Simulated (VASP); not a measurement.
# Li2W (C2/m) in VASP: single point with PBE

Aim: the single point of Li2W with PBE.

All numbers are computed with VASP 6.6.1; they aren't measurements. Logs are shortened: lines on timing, memory, paths and dates and some standing lists are left out, and cuts for length are marked.

## Step 1: The cell of the first run

Symmetry: C2/m, No. 12, monoclinic system. The conventional cell has a = 4.384 Å, b = 2.950 Å, c = 7.801 Å, α = 90.00°, β = 104.94°, γ = 90.00°. Within 3.5 Å of Li (site symmetry m) lie 9 Li at 2.64 to 3.40 Å and 4 W at 2.83 to 3.28 Å. W (site symmetry 2/m) has 6 W at 2.64 to 2.95 Å and 8 Li at 2.83 to 3.28 Å within 3.5 Å.

## Step 2: Single point, PBE

The input, INCAR:

```
SYSTEM = Li2W
  ALGO = Fast
  EDIFF = 1E-6
  ENCUT = 520
  GGA = PE
  ISIF = 2
  ISMEAR = 0
  LASPH = .True.
  LCHARG = .False.
  LREAL = .False.
  LWAVE = .False.
  NBANDS = 17
  NELM = 80
  PREC = Accurate
  SIGMA = 0.1
```

The input, KPOINTS:

```
k-points
0
Gamma
  8 8 2
  0 0 0
```

The input, POSCAR:

```
Li2W
1.0
    2.1917510127     -1.4748116063      0.0000000000
    2.1917510127      1.4748116063      0.0000000000
   -2.0108614825      0.0000000000      7.5374446886
Li W
2 1
Direct
    0.8481985639      0.8481985639      0.6796603190
    0.1518014361      0.1518014361      0.3203396810
    0.5000000000      0.5000000000      0.0000000000
```

Potentials or basis: VASP PAW PBE potentials, release 64 (Li_sv, W_sv).

The run is started by

```
$ cat potpaw_PBE.64/Li_sv/POTCAR potpaw_PBE.64/W_sv/POTCAR > POTCAR
$ mpirun -np 1 vasp_std > vasp.out
```

OUTCAR:

```text
SYSTEM = Li2W
   EDIFF = 1E-6
   ENCUT = 520
   GGA = PE
   ISIF = 2
   ISMEAR = 0
   LASPH = .True.
   LREAL = .False.
   NELM = 80
   PREC = Accurate

 ion  position               nearest neighbor table
   1  0.848  0.848  0.680-   3 2.83   3 2.83
   2  0.152  0.152  0.320-   3 2.83   3 2.83
   3  0.500  0.500  0.000-   2 2.83   2 2.83   1 2.83   1 2.83

  LATTYP: Found a base centered monoclinic cell.
 ALAT       =     4.3835020254
 B/A-ratio  =     0.6728919470
 C/A-ratio  =     1.7796424671
 COS(beta)  =    -0.2577675141

  Lattice vectors:

 A1 = (   2.1917510127,  -1.4748116063,   0.0000000000)
 A2 = (   2.1917510127,   1.4748116063,   0.0000000000)
 A3 = (  -2.0108614825,   0.0000000000,   7.5374446886)

Analysis of symmetry for initial positions (statically):
=====================================================================
 Subroutine PRICEL returns:
 Original cell was already a primitive cell.

 Routine SETGRP: Setting up the symmetry group for a
 base centered monoclinic supercell.

 Subroutine GETGRP returns: Found  4 space group operations
 (whereof  4 operations were pure point group operations)
 out of a pool of  4 trial point group operations.

The static configuration has the point symmetry C_2h.

Analysis of symmetry for dynamics (positions and initial velocities):
=====================================================================
 Subroutine PRICEL returns:
 Original cell was already a primitive cell.

 Routine SETGRP: Setting up the symmetry group for a
 base centered monoclinic supercell.

 Subroutine GETGRP returns: Found  4 space group operations
 (whereof  4 operations were pure point group operations)
 out of a pool of  4 trial point group operations.

The dynamic configuration has the point symmetry C_2h.

 Subroutine INISYM returns: Found  4 space group operations
 (whereof  4 operations are pure point group operations),
 and found     1 'primitive' translations

----------------------------------------------------------------------------------------

                                     Primitive cell

  volume of cell :      48.7284

  direct lattice vectors                    reciprocal lattice vectors
     2.191751013 -1.474811606  0.000000000     0.228128103 -0.339026353  0.060860681
     2.191751013  1.474811606  0.000000000     0.228128103  0.339026353  0.060860681
    -2.010861483  0.000000000  7.537444689     0.000000000  0.000000000  0.132670957

  length of vectors
     2.641749756  2.641749756  7.801066359     0.413140801  0.413140801  0.132670957

  position of ions in fractional coordinates (direct lattice)
     0.848198564  0.848198564  0.679660319
     0.151801436  0.151801436  0.320339681
     0.500000000  0.500000000  0.000000000

  ion indices of the primitive-cell ions
   primitive index   ion index
                 1           1
                 2           2
                 3           3

----------------------------------------------------------------------------------------

 KPOINTS: k-points

Automatic generation of k-mesh.
 Grid dimensions read from file:
 generate k-points for:    8    8    2

 Generating k-lattice:

  Cartesian coordinates                     Fractional coordinates (reciprocal lattice)
     0.028516013 -0.042378294  0.007607585     0.125000000  0.000000000 -0.000000000
     0.028516013  0.042378294  0.007607585     0.000000000  0.125000000 -0.000000000
     0.000000000  0.000000000  0.066335478     0.000000000  0.000000000  0.500000000

  Length of vectors
     0.051642600  0.051642600  0.066335478

  Shift w.r.t. Gamma in fractional coordinates (k-lattice)
     0.000000000  0.000000000  0.000000000

 Subroutine IBZKPT returns following result:
 ===========================================

 Found     42 irreducible k-points:

 Following reciprocal coordinates:
            Coordinates               Weight
  0.000000  0.000000  0.000000      1.000000
  0.125000  0.000000  0.000000      4.000000
  0.250000  0.000000  0.000000      4.000000
  0.375000  0.000000 -0.000000      4.000000
  0.500000  0.000000  0.000000      2.000000
  0.125000  0.125000  0.000000      2.000000
[... 16 lines left out ...]
  0.125000  0.000000  0.500000      4.000000
  0.250000  0.000000  0.500000      4.000000
 [... further k-points ...]
   k-points           NKPTS =     42   k-points in BZ     NKDIM =     42   number of bands    NBANDS=     17
   number of dos      NEDOS =    301   number of ions     NIONS =      3
   total plane-waves  NPLWV =  24000
   dimension x,y,z NGX =    20 NGY =   20 NGZ =   60
   dimension x,y,z NGXF=    40 NGYF=   40 NGZF=  120
   ions per type =               2   1
   NGX,Y,Z   is equivalent  to a cutoff of  12.59, 12.59, 12.79 a.u.
   NGXF,Y,Z  is equivalent  to a cutoff of  25.17, 25.17, 25.57 a.u.
 SYSTEM =  Li2W
   PREC   = accura    normal or accurate (medium, high low for compatibility)
   ISTART =      0    job   : 0-new  1-cont  2-samecut
   ICHARG =      2    charge: 1-file 2-atom 10-const
   ISPIN  =      1    spin polarized calculation?
   LNONCOLLINEAR =      F non collinear calculations
   LSORBIT =      F    spin-orbit coupling
   LASPH  =      T    aspherical Exc in radial PAW
   ENCUT  =  520.0 eV  38.22 Ry    6.18 a.u.   4.91  4.91 14.50*2*pi/ulx,y,z
   NELM   =     80;   NELMIN=  2; NELMDL= -5     # of ELM steps
   EDIFF  = 0.1E-05   stopping-criterion for ELM
   LREAL  =      F    real-space projection
   EDIFFG = 0.1E-04   stopping-criterion for IOM
   NSW    =      0    number of steps for IOM
   IBRION =     -1    ionic relax: 0-MD 1-quasi-New 2-CG
   NFREE  =      0    steps in history (QN), initial steepest desc. (CG)
   ISIF   =      2    stress and relaxation
   ISYM   =      2    0-nonsym 1-usesym 2-fastsym
   POTIM  = 0.5000    time-step for ionic-motion
   TEBEG  =    0.0;   TEEND  =   0.0 temperature during run
   PSTRESS=    0.0 pullay stress
   NELECT =      20.0000    total number of electrons
   NUPDOWN=      -1.0000    fix difference up-down
   EMIN   =  10.00;   EMAX   =-10.00  energy-range for DOS
   EFERMI =   0.00;   METHOD = LEGACY
   ISMEAR =     0;   SIGMA  =   0.10  broadening in eV -4-tet -1-fermi 0-gaus
   EFERMI_NEDOS =   21; number of points for ismear=-14 and -15
   IALGO  =     68    algorithm
   IMIX   =      4    mixing-type and parameters
     AMIX     =   0.40;   BMIX     =  1.00
     AMIX_MAG =   1.60;   BMIX_MAG =  1.00
  volume/ion in A,a.u.               =      16.24       109.61
  Fermi-wavevector in a.u.,A,eV,Ry     =   1.216627  2.299092 20.139096  1.480182
  Thomas-Fermi vector in A             =   2.351975
   LORBIT       =      0    0 simple, 1 ext, 2 COOP (PROOUT), +10 PAW based schemes
   GGA     = PE    functional components
   LHFCALC =     F    Hartree Fock is set to
   AEXX    =    0.0000 exact exchange contribution
   IVDW    =     0    specifies the selected vdW correction
   LEPSILON=     F    determine dielectric tensor
   LRPA    =     F    only Hartree local field effects (RPA)
 non-spin polarized calculation
 RMM-DIIS sequential band-by-band and
 Gauss-broadening in eV      SIGMA  =   0.10
  energy-cutoff  :      520.00
  volume of cell :       48.73
 maximum number of plane-waves:      1331
   NGX =  9   NGY =  9   NGZ = 29

 number of electron      19.9999981 magnetization

 Free energy of the ion-electron system (eV)
  ---------------------------------------------------
  ext. energy  EPLUGINS =         0.00000000
  ---------------------------------------------------
  free energy    TOTEN  =       -15.72215480 eV

  energy without entropy =      -15.71334901  energy(sigma->0) =      -15.71775190

 E-fermi :   4.2399     XC(G=0):  -9.6145

 val. band max:        4.2358979282   @ k =   0.3750   0.1250   0.5000
 cond. band min:       4.2422745189   @ k =   0.5000   0.2500  -0.0000
 fundamental gap:      0.0063765908
 Fermi energy:         4.2398998344

 k-point     1 :       0.0000    0.0000    0.0000
  band No.  band energies     occupation
      1     -69.4934      2.00000
      2     -41.6242      2.00000
      3     -41.6174      2.00000
      4     -33.8163      2.00000
      5     -33.1294      2.00000
      6     -32.7830      2.00000
[... 9 lines left out ...]
     16      13.0237      0.00000
     17      18.5705      0.00000

 k-point     2 :       0.1250    0.0000    0.0000
  band No.  band energies     occupation
      1     -69.4768      2.00000
      2     -41.6182      2.00000
      3     -41.6119      2.00000
      4     -33.7904      2.00000
      5     -33.2662      2.00000
      6     -32.8739      2.00000
[... 9 lines left out ...]
     16      13.1514      0.00000
     17      17.4699      0.00000

 k-point     3 :       0.2500    0.0000    0.0000
  band No.  band energies     occupation
      1     -69.4366      2.00000
      2     -41.6035      2.00000
      3     -41.5986      2.00000
      4     -33.7273      2.00000
      5     -33.6945      2.00000
      6     -32.9737      2.00000
[... 9 lines left out ...]
     16      13.7587      0.00000
     17      13.9552      0.00000

 k-point     4 :       0.3750    0.0000   -0.0000
  band No.  band energies     occupation
      1     -69.3962      2.00000
      2     -41.5885      2.00000
      3     -41.5858      2.00000
      4     -34.1397      2.00000
      5     -33.6634      2.00000
      6     -33.0301      2.00000
[... 9 lines left out ...]
     16      12.2647      0.00000
     17      12.9579      0.00000

 k-point     5 :       0.5000    0.0000    0.0000
  band No.  band energies     occupation
      1     -69.3793      2.00000
      2     -41.5816      2.00000
      3     -41.5811      2.00000
      4     -34.3205      2.00000
      5     -33.6368      2.00000
      6     -33.0500      2.00000
[... 9 lines left out ...]
     16      11.7838      0.00000
     17      13.7132      0.00000

 k-point     6 :       0.1250    0.1250    0.0000
  band No.  band energies     occupation
      1     -69.4669      2.00000
      2     -41.6153      2.00000
      3     -41.6089      2.00000
      4     -33.7774      2.00000
      5     -33.2148      2.00000
      6     -33.0298      2.00000
[... 9 lines left out ...]
     16      13.3460      0.00000
     17      17.9211      0.00000

 k-point     7 :       0.2500    0.1250   -0.0000
  band No.  band energies     occupation
      1     -69.4315      2.00000
      2     -41.6031      2.00000
      3     -41.5974      2.00000
      4     -33.7235      2.00000
      5     -33.5740      2.00000
      6     -33.1157      2.00000
[... 9 lines left out ...]
     16      13.9263      0.00000
     17      15.0782      0.00000

 k-point     8 :       0.3750    0.1250    0.0000
  band No.  band energies     occupation
      1     -69.3910      2.00000
      2     -41.5883      2.00000
      3     -41.5843      2.00000
      4     -34.0384      2.00000
      5     -33.6596      2.00000
      6     -33.1571      2.00000
[... 9 lines left out ...]
     16      12.2797      0.00000
     17      13.6141      0.00000
[... 203 lines left out ...]
      1     -69.3210      2.00000
      2     -41.5666      2.00000
      3     -41.5626      2.00000
      4     -34.2476      2.00000
      5     -33.7012      2.00000
      6     -33.5592      2.00000
[... 9 lines left out ...]
     16      11.4787      0.00000
     17      12.6620      0.00000

 k-point    20 :      -0.3750    0.3750    0.0000
  band No.  band energies     occupation
      1     -69.3262      2.00000
      2     -41.5668      2.00000
      3     -41.5642      2.00000
      4     -34.1130      2.00000
      5     -33.8340      2.00000
      6     -33.5632      2.00000
[... 9 lines left out ...]
     16      11.9971      0.00000
     17      12.5736      0.00000

 k-point    21 :       0.5000    0.5000    0.0000
  band No.  band energies     occupation
      1     -69.3109      2.00000
      2     -41.5639      2.00000
      3     -41.5595      2.00000
      4     -34.3453      2.00000
      5     -33.6889      2.00000
      6     -33.5457      2.00000
[... 9 lines left out ...]
     16      11.2829      0.00000
     17      13.2902      0.00000

 k-point    22 :       0.0000    0.0000    0.5000
  band No.  band energies     occupation
      1     -69.4933      2.00000
      2     -41.6245      2.00000
      3     -41.6170      2.00000
      4     -33.8163      2.00000
      5     -33.1295      2.00000
      6     -32.7830      2.00000
[... 9 lines left out ...]
     16      15.0491      0.00000
     17      16.7541      0.00000

 k-point    23 :       0.1250    0.0000    0.5000
  band No.  band energies     occupation
      1     -69.4768      2.00000
      2     -41.6184      2.00000
      3     -41.6115      2.00000
      4     -33.7904      2.00000
      5     -33.2662      2.00000
      6     -32.8739      2.00000
[... 9 lines left out ...]
     16      15.5592      0.00000
     17      16.7856      0.00000

 k-point    24 :       0.2500    0.0000    0.5000
  band No.  band energies     occupation
      1     -69.4366      2.00000
      2     -41.6036      2.00000
      3     -41.5985      2.00000
      4     -33.7273      2.00000
      5     -33.6945      2.00000
      6     -32.9737      2.00000
[... 9 lines left out ...]
     16      13.6743      0.00000
     17      15.4062      0.00000

 [... further k-points ...]

------------------------ aborting loop because EDIFF is reached ----------------------------------------

  FORCE on cell =-STRESS in cart. coord.  units (eV):
  Direction    XX          YY          ZZ          XY          YZ          ZX
  --------------------------------------------------------------------------------------
  -------------------------------------------------------------------------------------
  Total        0.5098208     -0.3388090      0.0193299      0.0000000      0.0000000      0.1263053
  in kB       16.7627864    -11.1399613      0.6355637      0.0000000      0.0000000      4.1528878
  external PRESSURE =       2.0861296 kB  Pullay stress =       0.0000000 kB

 VOLUME and BASIS-vectors are now :
 -----------------------------------------------------------------------------
  energy-cutoff  :      520.00
  volume of cell :       48.73
      direct lattice vectors                 reciprocal lattice vectors
     2.191751013 -1.474811606  0.000000000     0.228128103 -0.339026353  0.060860681
     2.191751013  1.474811606  0.000000000     0.228128103  0.339026353  0.060860681
    -2.010861483  0.000000000  7.537444689     0.000000000  0.000000000  0.132670957

 POSITION                                       TOTAL-FORCE (eV/Angst)
 -----------------------------------------------------------------------------------
      2.35138      0.00000      5.12290         0.001697      0.000000     -0.027723
      0.02126      0.00000      2.41454        -0.001697      0.000000      0.027723
      2.19175      0.00000      0.00000         0.000000      0.000000      0.000000
 -----------------------------------------------------------------------------------
    total drift:                                0.000000     -0.000000     -0.000000

  FREE ENERGIE OF THE ION-ELECTRON SYSTEM (eV)
  ---------------------------------------------------
  free  energy   TOTEN  =       -15.7221547964 eV

  energy  without entropy=      -15.7133490095  energy(sigma->0) =      -15.71775190
```

Wall time 44 s (1 thread of Intel Xeon Platinum 8375C at 2.90GHz (Ice Lake), shared host); peak memory 0.17 GiB.

What came out:

- Free energy: -15.7222 eV
- Largest force: 0.028 eV/Å
- Band gap on the k mesh: zero (band 10 reaches 5.40 eV, above the bottom of band 11 at 2.69 eV)

Forces on the atoms (eV/Å):
```
Li   0.002  0.000 -0.028
Li  -0.002  0.000  0.028
W    0.000  0.000  0.000
```

Levels at points of the mesh, in eV from the Fermi level:
```tsv
k point	band 8	band 9	band 10	band 11	band 12	band 13
(0.00, 0.00, 0.00)	-3.38	-2.00	-1.74	-1.55	2.01	3.09
(0.50, 0.00, 0.00)	-3.19	-1.10	0.65	1.34	2.85	3.02
(0.50, 0.50, 0.00)	-2.98	0.73	0.89	1.70	2.39	4.93
(0.00, 0.00, 0.50)	-3.18	-2.84	-1.74	-0.63	1.99	3.09
(0.50, 0.00, 0.50)	-3.19	-1.06	0.54	1.34	2.86	3.08
(0.50, 0.50, 0.50)	-2.94	0.72	0.88	0.89	4.52	4.83
```

Caveat: the k points lie up to 0.42 Å⁻¹ apart; the cutoff is under 1.25 times the usual one of these potentials, so pressure, stress and relaxed cells hold a basis-set (Pulay) error; spin-orbit coupling is left out, which moves the levels of the heavy elements.
